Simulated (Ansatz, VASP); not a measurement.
**Two plane-wave programs on LaAgS2**

Contents of INCAR:

```
ALGO = Normal
EDIFF = 1E-6
EDIFFG = -0.01
ENCUT = 600
GGA = PE
IBRION = 2
ISIF = 3
ISMEAR = -5
LASPH = T
LCHARG = F
LREAL = F
LWAVE = F
NELM = 100
NSW = 60
PREC = Accurate
SIGMA = 0.1
```

File KPOINTS:

```
k-points
0
Gamma
  5 5 2
```

File POSCAR:

```
LaAgS2
1.0
    4.1091400000      0.0000000000      0.0000000000
    0.0000000000      4.1091400000      0.0000000000
    0.0000000000      0.0000000000     10.1686830000
Ag La S
2 2 4
Direct
    0.7500000000      0.2500000000      0.0000000000
    0.2500000000      0.7500000000      0.0000000000
    0.2500000000      0.2500000000      0.7651000000
    0.7500000000      0.7500000000      0.2349000000
    0.2500000000      0.2500000000      0.3220000000
    0.7500000000      0.7500000000      0.6780000000
    0.7500000000      0.2500000000      0.5000000000
    0.2500000000      0.7500000000      0.5000000000
```

Input for Ansatz:

```yaml
crystal:
  lattice:
    - [4.10914, 0.0, 0.0]
    - [0.0, 4.10914, 0.0]
    - [0.0, 0.0, 10.168683]
  atoms:
    - { symbol: Ag, position: [0.75, 0.25, 0.0] }
    - { symbol: Ag, position: [0.25, 0.75, 0.0] }
    - { symbol: La, position: [0.25, 0.25, 0.7651] }
    - { symbol: La, position: [0.75, 0.75, 0.2349] }
    - { symbol: S, position: [0.25, 0.25, 0.322] }
    - { symbol: S, position: [0.75, 0.75, 0.678] }
    - { symbol: S, position: [0.75, 0.25, 0.5] }
    - { symbol: S, position: [0.25, 0.75, 0.5] }
  symmetry: { tolerance: 0.0003 }
kpoints:
  mp_grid: { grid: [5, 5, 2], shift: [0, 0, 0] }
magnetization:
  spin_polarized: false
scf:
  occupations: { method: tetrahedron }
hamiltonian:
  pseudopotentials: { kind: paw }
  xc: pbe
basis:
  ecutwfc: 420
output:
  forces: true
  stress: true
  eigenvalues: true
relax:
  max_steps: 40
  cell: {}
```

Alike in both runs: task relaxation of cell and atoms; functional PBE; k mesh 5 × 5 × 2; occupations tetrahedron; no spin polarisation.

```csv
,VASP,Ansatz
version,VASP 6.6.1,Ansatz 0.2.0
potentials or method,"VASP PAW PBE potentials, release 64 (Ag, La, S), cutoff 600 eV",PAW plane waves
valence electrons in the cell,68,84
```

VASP gave:

* gap on the k mesh at the Fermi level, each at its own relaxed structure (eV): none
* relaxed volume (Å³/atom): 24.14
* relaxed length of the cell vector where the two differ most in proportion (Å): 12.480

Task: Estimate Ansatz's values.

Result: gap on the k mesh at the Fermi level, each at its own relaxed structure (eV): none; relaxed volume (Å³/atom): 24.25; relaxed length of the cell vector where the two differ most in proportion (Å): 12.529.

A gap of «none» marks a metal or a gap that the smearing closes. VASP's potentials hold 68 valence electrons a cell and Ansatz's 84, so a difference there can come from the potentials and not from the codes. Ansatz's warnings: band table not solved further, forces under tetrahedra, tetrahedron derivatives may miss energy slope.

Spin-orbit coupling is off throughout.
